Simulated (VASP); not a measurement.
**HgTe: single point with LDA**

The system is HgTe.

```
Hg Te
1.0
    -3.02516    3.02516    1.54894
     3.02516   -3.02516    1.54894
     3.02516    3.02516   -1.54894
Hg Te
1 1
Direct
  0.75000 0.25000 0.50000
  0.00000 0.00000 0.00000
```

```
Program             : VASP 6.6.1
Task                : single point
Functional          : LDA
Potentials or basis : VASP PAW LDA potentials, release 64 (Hg, Te)
Cutoff              : 520 eV
k mesh              : 10 × 10 × 10
Occupations         : fermi-dirac, width 0.05 eV
Spin                : no spin polarisation
```

The pressure is -4.0 GPa. The band gap on the k mesh is zero (bands 9 and 10 overlap by 3.48 eV).

Stress tensor (GPa, compression positive):
```
-5.43  0.00  0.00
 0.00 -5.43  0.00
 0.00  0.00 -1.01
```

Levels at points of the mesh, in eV from the Fermi level:
```
           k point  band 6  band 7  band 8  band 9  band 10  band 11  band 12  band 13
(0.00, 0.00, 0.00)   -6.22   -3.49   -2.45   -2.45     3.59     4.63     6.92     6.92
(0.50, 0.00, 0.00)   -6.23   -4.55   -1.93   -1.07    -0.18     3.23     3.80     5.91
(0.50, 0.50, 0.00)   -6.16   -6.13   -0.84    1.56     1.92     2.89     3.48     8.89
(0.50, 0.50, 0.50)   -6.16   -4.48   -4.39   -4.39     3.25     7.37     8.11     8.11
```

It took 110 s on 1 thread of Intel Xeon 8259CL, with other jobs on the host, peak memory 0.24 GiB.

Caveat: the cell stands under tension; spin-orbit coupling is left out, which moves the levels of the heavy elements.
